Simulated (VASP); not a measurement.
# AlNi3 (Pm-3m) in VASP: further runs, part 2 of 2

VASP 6.6.1. The steps go on from the part before.

### 4 Single point, LDA, collinear spin, ferromagnetic start (10.39 Å³/atom)

This run uses another cell than the first one, of 10.39 Å³/atom.

INCAR reads:

```
SYSTEM = AlNi3
PREC = Accurate
ENCUT = 520
EDIFF = 1E-6
ISMEAR = 0
SIGMA = 0.05
LREAL = .FALSE.
LASPH = .TRUE.
NELM = 150
ALGO = Normal
ISIF = 2
LWAVE = .FALSE.
LCHARG = .FALSE.
ISPIN = 2
MAGMOM = 0 0.26 0.26 0.26
LORBIT = 11
LMAXMIX = 4
GGA = CA
NBANDS = 28
```

KPOINTS reads:

```
regular mesh
0
G
  12 12 12
  0 0 0
```

POSCAR reads:

```
AlNi3
1.0
    3.4638991671      0.0000000000      0.0000000000
    0.0000000000      3.4638991671      0.0000000000
    0.0000000000      0.0000000000      3.4638991671
Al Ni
1 3
Direct
    0.0000000000      0.0000000000      0.0000000000
    0.0000000000      0.5000000000      0.5000000000
    0.5000000000      0.0000000000      0.5000000000
    0.5000000000      0.5000000000      0.0000000000
```

Potentials or basis: VASP PAW LDA potentials, release 64 (Al, Ni).

Command:

```sh
cat potpaw_LDA.64/Al/POTCAR potpaw_LDA.64/Ni/POTCAR > POTCAR
mpirun -np 1 vasp_std > vasp.out
```

OUTCAR:

```text
SYSTEM = AlNi3
   PREC = Accurate
   ENCUT = 520
   EDIFF = 1E-6
   ISMEAR = 0
   LREAL = .FALSE.
   LASPH = .TRUE.
   NELM = 150
   ISIF = 2
   ISPIN = 2
   LORBIT = 11
   GGA = CA

 ion  position               nearest neighbor table
   1  0.000  0.000  0.000-   2 2.45   3 2.45   4 2.45   2 2.45   3 2.45   2 2.45   4 2.45   2 2.45
                             3 2.45   4 2.45   3 2.45   4 2.45
   2  0.000  0.500  0.500-   1 2.45   3 2.45   4 2.45   1 2.45   4 2.45   1 2.45   3 2.45   1 2.45
                             3 2.45   4 2.45   4 2.45   3 2.45
   3  0.500  0.000  0.500-   1 2.45   2 2.45   4 2.45   1 2.45   4 2.45   2 2.45   4 2.45   4 2.45
                             1 2.45   2 2.45   1 2.45   2 2.45
   4  0.500  0.500  0.000-   1 2.45   2 2.45   3 2.45   2 2.45   3 2.45   1 2.45   3 2.45   3 2.45
                             1 2.45   2 2.45   2 2.45   1 2.45

  LATTYP: Found a simple cubic cell.
 ALAT       =     3.4638991671

  Lattice vectors:

 A1 = (   3.4638991671,   0.0000000000,   0.0000000000)
 A2 = (   0.0000000000,   3.4638991671,   0.0000000000)
 A3 = (   0.0000000000,   0.0000000000,   3.4638991671)

Analysis of symmetry for initial positions (statically):
=====================================================================
 Subroutine PRICEL returns:
 Original cell was already a primitive cell.

 Routine SETGRP: Setting up the symmetry group for a
 simple cubic supercell.

 Subroutine GETGRP returns: Found 48 space group operations
 (whereof 48 operations were pure point group operations)
 out of a pool of 48 trial point group operations.

The static configuration has the point symmetry O_h .

Analysis of symmetry for dynamics (positions and initial velocities):
=====================================================================
 Subroutine PRICEL returns:
 Original cell was already a primitive cell.

 Routine SETGRP: Setting up the symmetry group for a
 simple cubic supercell.

 Subroutine GETGRP returns: Found 48 space group operations
 (whereof 48 operations were pure point group operations)
 out of a pool of 48 trial point group operations.

[... 171 lines left out ...]
 fundamental gap:      0.0011271175
 Fermi energy:        10.3202756464

 spin component 1

 k-point     1 :       0.0000    0.0000    0.0000
  band No.  band energies     occupation
      1      -0.1224      1.00000
      2       5.6180      1.00000
      3       6.3667      1.00000
      4       6.3667      1.00000
      5       6.7868      1.00000
      6       6.7868      1.00000
[... 733 lines left out ...]
     27      24.4188      0.00000
     28      24.8745      0.00000

 [... further k-points ...]

 spin component 2

 k-point     1 :       0.0000    0.0000    0.0000
  band No.  band energies     occupation
      1      -0.1230      1.00000
      2       5.6379      1.00000
      3       6.3945      1.00000
      4       6.3945      1.00000
      5       6.8302      1.00000
      6       6.8302      1.00000
[... 733 lines left out ...]
     27      24.4185      0.00000
     28      24.8805      0.00000

 [... further k-points ...]

------------------------ aborting loop because EDIFF is reached ----------------------------------------

  FORCE on cell =-STRESS in cart. coord.  units (eV):
  Direction    XX          YY          ZZ          XY          YZ          ZX
  --------------------------------------------------------------------------------------
  -------------------------------------------------------------------------------------
  Total        0.8839408      0.8839408      0.8839408     -0.0000000      0.0000000     -0.0000000
  in kB       34.0751716     34.0751716     34.0751716     -0.0000000      0.0000000     -0.0000000
  external PRESSURE =      34.0751716 kB  Pullay stress =       0.0000000 kB

 VOLUME and BASIS-vectors are now :
 -----------------------------------------------------------------------------
  energy-cutoff  :      520.00
  volume of cell :       41.56
      direct lattice vectors                 reciprocal lattice vectors
     3.463899167  0.000000000  0.000000000     0.288692006  0.000000000  0.000000000
     0.000000000  3.463899167  0.000000000     0.000000000  0.288692006  0.000000000
     0.000000000  0.000000000  3.463899167     0.000000000  0.000000000  0.288692006

 POSITION                                       TOTAL-FORCE (eV/Angst)
 -----------------------------------------------------------------------------------
      0.00000      0.00000      0.00000         0.000000      0.000000      0.000000
      0.00000      1.73195      1.73195         0.000000      0.000000      0.000000
      1.73195      0.00000      1.73195         0.000000      0.000000      0.000000
      1.73195      1.73195      0.00000         0.000000      0.000000      0.000000
 -----------------------------------------------------------------------------------
    total drift:                                0.000000      0.000000      0.000000

  FREE ENERGIE OF THE ION-ELECTRON SYSTEM (eV)
  ---------------------------------------------------
  free  energy   TOTEN  =       -25.8239436199 eV

  energy  without entropy=      -25.8178406485  energy(sigma->0) =      -25.82089213

 total charge

# of ion       s       p       d       tot
------------------------------------------
    1        0.421   0.431   0.000   0.852
    2        0.533   0.591   8.442   9.567
    3        0.533   0.591   8.442   9.567
    4        0.533   0.591   8.442   9.567
--------------------------------------------------
tot          2.020   2.205  25.326  29.552

 magnetization (x)

# of ion       s       p       d       tot
------------------------------------------
    1       -0.000  -0.001   0.000  -0.002
    2       -0.000  -0.002   0.048   0.046
    3       -0.000  -0.002   0.048   0.046
    4       -0.000  -0.002   0.048   0.046
--------------------------------------------------
tot         -0.002  -0.006   0.144   0.136
```

Run time: 3.6 min. Hardware: 1 thread of AMD EPYC 7R13, shared host; peak memory 0.22 GiB.

What came out:

```
Free energy                                           : -25.8239 eV
Pressure                                              : 3.4 GPa
Net moment                                            : 0.13 μB per cell
Site moments                                          : Al -0.00; Ni +0.05 μB
Valence electrons inside the program's atomic spheres : Al 0.85; Ni 9.57
```

Levels at points of the mesh, in eV from the Fermi level:
Spin up:
| k point | band 14 | band 15 | band 16 | band 17 | band 18 | band 19 | band 20 | band 21 |
| --- | --- | --- | --- | --- | --- | --- | --- | --- |
| (0.00, 0.00, 0.00) | 0.17 | 0.17 | 0.17 | 0.95 | 0.95 | 0.95 | 7.15 | 7.15 |
| (0.50, 0.00, 0.00) | -1.16 | -0.99 | -0.39 | 0.18 | 5.93 | 5.93 | 6.01 | 6.01 |
| (0.50, 0.50, 0.00) | -1.20 | -0.92 | -0.87 | -0.51 | 1.15 | 1.15 | 8.64 | 8.64 |
| (0.50, 0.50, 0.50) | -1.04 | -1.04 | -0.22 | -0.05 | -0.05 | -0.05 | 4.03 | 4.56 |
Spin down:
```
           k point  band 14  band 15  band 16  band 17  band 18  band 19  band 20  band 21
(0.00, 0.00, 0.00)     0.24     0.24     0.24     0.94     0.94     0.94     7.17     7.17
(0.50, 0.00, 0.00)    -1.12    -0.95    -0.35     0.24     5.94     5.94     6.02     6.02
(0.50, 0.50, 0.00)    -1.17    -0.88    -0.81    -0.48     1.19     1.19     8.65     8.65
(0.50, 0.50, 0.50)    -1.01    -1.01    -0.22     0.01     0.01     0.01     4.04     4.59
```

Caveat: the cell stands under pressure.

### 5 Summary

| cell | gap on the mesh (eV) | pressure (GPa) | moment (μB) |
| --- | --- | --- | --- |
| a = 3.434 Å, 4 atoms | none | 10.0 | 0.09 |
| a = 3.457 Å, 4 atoms | none | 4.8 | 0.11 |
| a = 3.464 Å, 4 atoms | none | 3.4 | 0.13 |

Alike in all rows: task single point; level LDA; potentials or basis VASP PAW LDA potentials, release 64 (Al, Ni); spin collinear, ferromagnetic start; k mesh 12 × 12 × 12; cutoff (eV) 520; smearing gaussian 0.05 eV.

Caveats: the cell stands under pressure.

Absolute energies hang on the potentials; compare differences alone.
